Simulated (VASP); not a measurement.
FeO2:

```
CELL_PARAMETERS angstrom
3.86699 0.00000 0.00000
-1.93350 3.34891 0.00000
0.00000 0.00000 2.45821
ATOMIC_POSITIONS crystal
Fe 0.00000 0.00000 0.00000
O 0.33333 0.66667 0.50000
O 0.66667 0.33333 0.50000
```

- Program: VASP 6.6.1
- Task: relaxation of cell and atoms
- Functional: PBE
- Potentials or basis: VASP PAW PBE potentials, release 64 (Fe, O)
- Cutoff: 600 eV
- k mesh: 6 × 6 × 8
- Occupations: gaussian, width 0.1 eV
- Spin: collinear spin, ferromagnetic start
- Starting moments: [3.89, 0.0, 0.0] μB

At the start: pressure -18.5 GPa; volume 10.61 Å³/atom.

Question: Where does the relaxation end?

Answer: Over 7 steps the energy falls by 246.8 meV/atom and the volume is 9.21 Å³/atom (-13.2 %); space group P6/mmm (No. 191, to 0.1 Å) before and after; moment 4.09 μB per cell.

The path:
```
step  energy change (eV)  largest force (eV/Å)  pressure (GPa)  volume (Å³)
   1              0.0000                0.0000          -18.53        31.83
   2             -0.6859                0.0000            6.79        26.39
   3             -0.6864                0.0000            5.90        26.50
   4             -0.7384                0.0000            1.96        27.30
   5             -0.7386                0.0000            1.71        27.36
   6             -0.7400                0.0000           -0.79        27.74
   7             -0.7403                0.0000           -0.05        27.62
```

Final structure:
```yaml
crystal:
  lattice:
    - [3.49757, 0.00000, 0.00000]
    - [-1.74878, 3.02898, 0.00000]
    - [0.00000, 0.00000, 2.60703]
  atoms:
    - { symbol: Fe, position: [0.00000, 0.00000, 0.00000] }
    - { symbol: O, position: [0.33333, 0.66667, 0.50000] }
    - { symbol: O, position: [0.66667, 0.33333, 0.50000] }
```

Caveat: a cell with one magnetic atom can't hold antiferromagnetic order, which such compounds often take.
